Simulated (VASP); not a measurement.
# ZrB2 (P6/mmm) in VASP: further runs, part 3 of 3

VASP 6.6.1.

### 5 Single point, LDA (volume 8.697 Å^3 an atom, c/a of the conventional cell 1.1834)

File INCAR:

```
  PREC = Accurate
  ENCUT = 520
  EDIFF = 1E-6
  ISMEAR = 0
  SIGMA = 0.15
  LREAL = False
  LASPH = True
  NELM = 60
  ALGO = Normal
  ISIF = 2
  LWAVE = False
  LCHARG = False
  GGA = CA
  NBANDS = 16
```

File KPOINTS:

```
regular mesh
0
Gamma
  18 18 12
```

File POSCAR:

```
ZrB2
1.0
    2.9417753827      0.0000000000      0.0000000000
   -1.4708876914      2.5476522136      0.0000000000
    0.0000000000      0.0000000000      3.4812969878
Zr B
1 2
Direct
    0.0000000000      0.0000000000      0.0000000000
    0.3333333333      0.6666666667      0.5000000000
    0.6666666667      0.3333333333      0.5000000000
```

Potentials or basis: VASP PAW LDA potentials, release 64 (Zr_sv, B).

Started as:

```bash
$ cat potpaw_LDA.64/Zr_sv/POTCAR potpaw_LDA.64/B/POTCAR > POTCAR
$ mpirun -np 1 vasp_std > vasp.out
```

OUTCAR:

```text
PREC = Accurate
   ENCUT = 520
   EDIFF = 1E-6
   ISMEAR = 0
   LREAL = False
   LASPH = True
   NELM = 60
   ISIF = 2
   GGA = CA

 ion  position               nearest neighbor table
   1  0.000  0.000  0.000-   2 2.43   3 2.43   2 2.43   3 2.43   2 2.43   2 2.43   3 2.43   3 2.43
                             3 2.43   3 2.43   2 2.43   2 2.43
   2  0.333  0.667  0.500-   3 1.70   3 1.70   3 1.70   1 2.43   1 2.43   1 2.43   1 2.43   1 2.43
                             1 2.43
   3  0.667  0.333  0.500-   2 1.70   2 1.70   2 1.70   1 2.43   1 2.43   1 2.43   1 2.43   1 2.43
                             1 2.43

  LATTYP: Found a hexagonal cell.
 ALAT       =     2.9417753827
 C/A-ratio  =     1.1834000000

  Lattice vectors:

 A1 = (   2.9417753827,   0.0000000000,   0.0000000000)
 A2 = (  -1.4708876914,   2.5476522136,   0.0000000000)
 A3 = (   0.0000000000,   0.0000000000,   3.4812969878)

Analysis of symmetry for initial positions (statically):
=====================================================================
 Subroutine PRICEL returns:
 Original cell was already a primitive cell.

 Routine SETGRP: Setting up the symmetry group for a
 hexagonal supercell.

 Subroutine GETGRP returns: Found 24 space group operations
 (whereof 24 operations were pure point group operations)
 out of a pool of 24 trial point group operations.

The static configuration has the point symmetry D_6h.

Analysis of symmetry for dynamics (positions and initial velocities):
=====================================================================
 Subroutine PRICEL returns:
 Original cell was already a primitive cell.

 Routine SETGRP: Setting up the symmetry group for a
 hexagonal supercell.

 Subroutine GETGRP returns: Found 24 space group operations
 (whereof 24 operations were pure point group operations)
 out of a pool of 24 trial point group operations.

The dynamic configuration has the point symmetry D_6h.

 Subroutine INISYM returns: Found 24 space group operations
 (whereof 24 operations are pure point group operations),
 and found     1 'primitive' translations

----------------------------------------------------------------------------------------

                                     Primitive cell

  volume of cell :      26.0910

  direct lattice vectors                    reciprocal lattice vectors
     2.941775383  0.000000000  0.000000000     0.339930780  0.196259127  0.000000000
    -1.470887691  2.547652214  0.000000000     0.000000000  0.392518255  0.000000000
     0.000000000  0.000000000  3.481296988     0.000000000  0.000000000  0.287249265

  length of vectors
     2.941775383  2.941775383  3.481296988     0.392518255  0.392518255  0.287249265

  position of ions in fractional coordinates (direct lattice)
     0.000000000  0.000000000  0.000000000
     0.333333333  0.666666667  0.500000000
     0.666666667  0.333333333  0.500000000

  ion indices of the primitive-cell ions
   primitive index   ion index
                 1           1
                 2           2
                 3           3

----------------------------------------------------------------------------------------

 KPOINTS: regular mesh

Automatic generation of k-mesh.
 Grid dimensions read from file:
 generate k-points for:   18   18   12

 Generating k-lattice:

  Cartesian coordinates                     Fractional coordinates (reciprocal lattice)
     0.018885043  0.010903285  0.000000000     0.055555556 -0.000000000  0.000000000
     0.000000000  0.021806570  0.000000000     0.000000000  0.055555556  0.000000000
     0.000000000  0.000000000  0.023937439     0.000000000  0.000000000  0.083333333

  Length of vectors
     0.021806570  0.021806570  0.023937439

  Shift w.r.t. Gamma in fractional coordinates (k-lattice)
     0.000000000  0.000000000  0.000000000

 Subroutine IBZKPT returns following result:
 ===========================================

 Found    259 irreducible k-points:

 Following reciprocal coordinates:
            Coordinates               Weight
  0.000000  0.000000  0.000000      1.000000
  0.055556  0.000000  0.000000      6.000000
  0.111111  0.000000  0.000000      6.000000
  0.166667  0.000000  0.000000      6.000000
  0.222222  0.000000  0.000000      6.000000
  0.277778 -0.000000  0.000000      6.000000
[... 16 lines left out ...]
  0.333333  0.111111  0.000000     12.000000
  0.388889  0.111111  0.000000     12.000000
 [... further k-points ...]
   k-points           NKPTS =    259   k-points in BZ     NKDIM =    259   number of bands    NBANDS=     16
   number of dos      NEDOS =    301   number of ions     NIONS =      3
   total plane-waves  NPLWV =  16128
   dimension x,y,z NGX =    24 NGY =   24 NGZ =   28
   dimension x,y,z NGXF=    48 NGYF=   48 NGZF=   56
   ions per type =               1   2
   NGX,Y,Z   is equivalent  to a cutoff of  13.56, 13.56, 13.37 a.u.
   NGXF,Y,Z  is equivalent  to a cutoff of  27.13, 27.13, 26.74 a.u.
 SYSTEM =  unknown system
   PREC   = accura    normal or accurate (medium, high low for compatibility)
   ISTART =      0    job   : 0-new  1-cont  2-samecut
   ICHARG =      2    charge: 1-file 2-atom 10-const
   ISPIN  =      1    spin polarized calculation?
   LNONCOLLINEAR =      F non collinear calculations
   LSORBIT =      F    spin-orbit coupling
   LASPH  =      T    aspherical Exc in radial PAW
   ENCUT  =  520.0 eV  38.22 Ry    6.18 a.u.   5.47  5.47  6.47*2*pi/ulx,y,z
   NELM   =     60;   NELMIN=  2; NELMDL= -5     # of ELM steps
   EDIFF  = 0.1E-05   stopping-criterion for ELM
   LREAL  =      F    real-space projection
   EDIFFG = 0.1E-04   stopping-criterion for IOM
   NSW    =      0    number of steps for IOM
   IBRION =     -1    ionic relax: 0-MD 1-quasi-New 2-CG
   NFREE  =      0    steps in history (QN), initial steepest desc. (CG)
   ISIF   =      2    stress and relaxation
   ISYM   =      2    0-nonsym 1-usesym 2-fastsym
   POTIM  = 0.5000    time-step for ionic-motion
   TEBEG  =    0.0;   TEEND  =   0.0 temperature during run
   PSTRESS=    0.0 pullay stress
   NELECT =      18.0000    total number of electrons
   NUPDOWN=      -1.0000    fix difference up-down
   EMIN   =  10.00;   EMAX   =-10.00  energy-range for DOS
   EFERMI =   0.00;   METHOD = LEGACY
   ISMEAR =     0;   SIGMA  =   0.15  broadening in eV -4-tet -1-fermi 0-gaus
   EFERMI_NEDOS =   21; number of points for ismear=-14 and -15
   IALGO  =     38    algorithm
   IMIX   =      4    mixing-type and parameters
     AMIX     =   0.40;   BMIX     =  1.00
     AMIX_MAG =   1.60;   BMIX_MAG =  1.00
  volume/ion in A,a.u.               =       8.70        58.69
  Fermi-wavevector in a.u.,A,eV,Ry     =   1.446557  2.733596 28.470544  2.092526
  Thomas-Fermi vector in A             =   2.564612
   LORBIT       =      0    0 simple, 1 ext, 2 COOP (PROOUT), +10 PAW based schemes
   GGA     = CA    functional components
   LHFCALC =     F    Hartree Fock is set to
   AEXX    =    0.0000 exact exchange contribution
   IVDW    =     0    specifies the selected vdW correction
   LEPSILON=     F    determine dielectric tensor
   LRPA    =     F    only Hartree local field effects (RPA)
 non-spin polarized calculation
 Gauss-broadening in eV      SIGMA  =   0.15
  energy-cutoff  :      520.00
  volume of cell :       26.09
 maximum number of plane-waves:       733
 NGX is ok and might be reduce to    24
   NGX = 11   NGY = 11   NGZ = 13

 number of electron      18.0000000 magnetization

 Free energy of the ion-electron system (eV)
  ---------------------------------------------------
  ext. energy  EPLUGINS =         0.00000000
  ---------------------------------------------------
  free energy    TOTEN  =       -26.93634380 eV

  energy without entropy =      -26.93399722  energy(sigma->0) =      -26.93517051

 E-fermi :  12.4005     XC(G=0): -13.3597

 val. band max:       12.3959581446   @ k =   0.3889   0.2222   0.0000
 cond. band min:      12.4624703164   @ k =   0.3333   0.2222   0.0000
 fundamental gap:      0.0665121718
 Fermi energy:        12.4004591838

 k-point     1 :       0.0000    0.0000    0.0000
  band No.  band energies     occupation
      1     -35.6063      2.00000
      2     -14.1002      2.00000
      3     -13.0164      2.00000
      4     -13.0164      2.00000
      5      -0.9656      2.00000
      6       9.2804      2.00000
[... 8 lines left out ...]
     15      18.7222      0.00000
     16      19.3491      0.00000
[... 419 lines left out ...]
 k-point    24 :       0.3889    0.1111    0.0000
  band No.  band energies     occupation
      1     -35.3206      2.00000
      2     -14.7253      2.00000
      3     -13.7178      2.00000
      4     -13.5616      2.00000
      5       2.6968      2.00000
      6       4.5909      2.00000
[... 8 lines left out ...]
     15      23.3834      0.00000
     16      23.7073      0.00000

 [... further k-points ...]
[... 5 lines left out ...]
  --------------------------------------------------------------------------------------
  -------------------------------------------------------------------------------------
  Total        8.7703452      8.7703452      4.0745659     -0.0000000      0.0000000     -0.0000000
  in kB      538.5630415    538.5630415    250.2080100     -0.0000000      0.0000000     -0.0000000
  external PRESSURE =     442.4446976 kB  Pullay stress =       0.0000000 kB

 VOLUME and BASIS-vectors are now :
 -----------------------------------------------------------------------------
  energy-cutoff  :      520.00
  volume of cell :       26.09
      direct lattice vectors                 reciprocal lattice vectors
     2.941775383  0.000000000  0.000000000     0.339930780  0.196259127  0.000000000
    -1.470887691  2.547652214  0.000000000     0.000000000  0.392518255  0.000000000
     0.000000000  0.000000000  3.481296988     0.000000000  0.000000000  0.287249265

 POSITION                                       TOTAL-FORCE (eV/Angst)
 -----------------------------------------------------------------------------------
      0.00000      0.00000      0.00000         0.000000      0.000000      0.000000
     -0.00000      1.69843      1.74065         0.000000      0.000000      0.000000
      1.47089      0.84922      1.74065        -0.000000     -0.000000      0.000000
 -----------------------------------------------------------------------------------
    total drift:                               -0.000000      0.000000      0.000000

  FREE ENERGIE OF THE ION-ELECTRON SYSTEM (eV)
  ---------------------------------------------------
  free  energy   TOTEN  =       -26.9363437950 eV

  energy  without entropy=      -26.9339972176  energy(sigma->0) =      -26.93517051
```

Run time: 83 s. Hardware: 1 thread of Intel Xeon Platinum 8259CL at 2.50GHz (Skylake/Cascade Lake), shared host; peak memory 0.22 GiB.

Results:

| Property | Result |
| --- | --- |
| Free energy | -26.9363 eV |
| Pressure | 44.2 GPa |
| Band gap on the k mesh | zero (band 9 reaches 13.30 eV, above the bottom of band 10 at 11.58 eV) |

Stress tensor (GPa, compression positive):
```
53.86  0.00  0.00
 0.00 53.86  0.00
 0.00  0.00 25.02
```

### 6 Single point, LDA (volume 8.697 Å^3 an atom, c/a of the conventional cell 0.9865)

File INCAR:

```
  PREC = Accurate
  ENCUT = 520
  EDIFF = 1E-7
  ISMEAR = 0
  SIGMA = 0.15
  LREAL = F
  LASPH = T
  NELM = 100
  ALGO = Normal
  ISIF = 2
  LWAVE = F
  LCHARG = T
  LELF = T
  LVHAR = T
  NBANDS = 16
```

KPOINTS is that of step 5.

File POSCAR:

```
ZrB2
1.0
    3.1257506812      0.0000000000      0.0000000000
   -1.5628753406      2.7069794958      0.0000000000
    0.0000000000      0.0000000000      3.0835530471
Zr B
1 2
Direct
    0.0000000000      0.0000000000      0.0000000000
    0.3333333333      0.6666666667      0.5000000000
    0.6666666667      0.3333333333      0.5000000000
```

Potentials or basis: VASP PAW LDA potentials, release 64 (Zr_sv, B).

Started as:

```bash
$ cat potpaw_LDA.64/Zr_sv/POTCAR potpaw_LDA.64/B/POTCAR > POTCAR
$ mpirun -np 1 vasp_std > vasp.out
```

OUTCAR:

```text
PREC = Accurate
   ENCUT = 520
   EDIFF = 1E-7
   ISMEAR = 0
   LREAL = F
   LASPH = T
   NELM = 100
   ISIF = 2

 ion  position               nearest neighbor table
   1  0.000  0.000  0.000-   2 2.37   3 2.37   2 2.37   3 2.37   2 2.37   2 2.37   3 2.37   3 2.37
                             3 2.37   3 2.37   2 2.37   2 2.37
   2  0.333  0.667  0.500-   3 1.80   3 1.80   3 1.80   1 2.37   1 2.37   1 2.37   1 2.37   1 2.37
                             1 2.37
   3  0.667  0.333  0.500-   2 1.80   2 1.80   2 1.80   1 2.37   1 2.37   1 2.37   1 2.37   1 2.37
                             1 2.37

  LATTYP: Found a hexagonal cell.
 ALAT       =     3.1257506812
 C/A-ratio  =     0.9865000000

  Lattice vectors:

 A1 = (   3.1257506812,   0.0000000000,   0.0000000000)
 A2 = (  -1.5628753406,   2.7069794958,   0.0000000000)
 A3 = (   0.0000000000,   0.0000000000,   3.0835530471)

Analysis of symmetry for initial positions (statically):
=====================================================================
 Subroutine PRICEL returns:
 Original cell was already a primitive cell.

 Routine SETGRP: Setting up the symmetry group for a
 hexagonal supercell.

[... 164 lines left out ...]
  ---------------------------------------------------
  free energy    TOTEN  =       -26.72740481 eV

  energy without entropy =      -26.72439121  energy(sigma->0) =      -26.72589801

 E-fermi :  12.2829     XC(G=0): -13.3786

 val. band max:       12.2712652951   @ k =   0.0556  -0.0000   0.1667
 cond. band min:      12.2837184474   @ k =   0.0556  -0.0000   0.5000
 fundamental gap:      0.0124531523
 Fermi energy:        12.2829169739

 k-point     1 :       0.0000    0.0000    0.0000
  band No.  band energies     occupation
      1     -35.2597      2.00000
      2     -13.4763      2.00000
      3     -13.0904      2.00000
      4     -13.0904      2.00000
      5      -0.6128      2.00000
      6       8.5164      2.00000
[... 433 lines left out ...]
      3     -13.4769      2.00000
      4     -13.2530      2.00000
      5       2.8050      2.00000
      6       4.5297      2.00000
[... 8 lines left out ...]
     15      22.9106      0.00000
     16      23.8577      0.00000

 [... further k-points ...]
[... 5 lines left out ...]
  --------------------------------------------------------------------------------------
  -------------------------------------------------------------------------------------
  Total        4.5581781      4.5581781     12.2980788      0.0000000     -0.0000000      0.0000000
  in kB      279.9053162    279.9053162    755.1915595      0.0000000     -0.0000000      0.0000000
  external PRESSURE =     438.3340640 kB  Pullay stress =       0.0000000 kB

 VOLUME and BASIS-vectors are now :
 -----------------------------------------------------------------------------
  energy-cutoff  :      520.00
  volume of cell :       26.09
      direct lattice vectors                 reciprocal lattice vectors
     3.125750681  0.000000000  0.000000000     0.319923149  0.184707716  0.000000000
    -1.562875341  2.706979496  0.000000000     0.000000000  0.369415432  0.000000000
     0.000000000  0.000000000  3.083553047     0.000000000  0.000000000  0.324301215

 POSITION                                       TOTAL-FORCE (eV/Angst)
 -----------------------------------------------------------------------------------
      0.00000      0.00000      0.00000        -0.000000     -0.000000      0.000000
     -0.00000      1.80465      1.54178        -0.000000      0.000000      0.000000
      1.56288      0.90233      1.54178         0.000000      0.000000      0.000000
 -----------------------------------------------------------------------------------
    total drift:                               -0.000000      0.000000      0.000000

  FREE ENERGIE OF THE ION-ELECTRON SYSTEM (eV)
  ---------------------------------------------------
  free  energy   TOTEN  =       -26.7274048065 eV

  energy  without entropy=      -26.7243912086  energy(sigma->0) =      -26.72589801
```

Wall time 74 s (1 thread of Intel Xeon Platinum 8259CL at 2.50GHz (Skylake/Cascade Lake), shared host); peak memory 0.21 GiB.

Results:

- Free energy: -26.7274 eV
- Pressure: 43.8 GPa
- Band gap on the k mesh: zero (band 9 reaches 13.02 eV, above the bottom of band 10 at 11.56 eV)

### 7 Overview

```csv
cell,gap on the mesh (eV),pressure (GPa)
"a = 3.063, b = 3.063, c = 3.211 Å, angles 90.0, 90.0, 120.0°, 3 atoms",none,43.5
"a = 2.825, b = 2.825, c = 3.775 Å, angles 90.0, 90.0, 120.0°, 3 atoms",none,47.6
"a = 3.190, b = 3.190, c = 2.961 Å, angles 90.0, 90.0, 120.0°, 3 atoms",none,44.4
"a = 2.942, b = 2.942, c = 3.481 Å, angles 90.0, 90.0, 120.0°, 3 atoms",none,44.2
"a = 3.126, b = 3.126, c = 3.084 Å, angles 90.0, 90.0, 120.0°, 3 atoms",none,43.8
```

Alike in all rows: task single point; level LDA; potentials or basis VASP PAW LDA potentials, release 64 (Zr_sv, B); no spin polarisation; k mesh 18 × 18 × 12; cutoff (eV) 520; smearing gaussian 0.15 eV.

Total energies depend on the potentials used, so only differences within one code and one set of settings carry meaning.
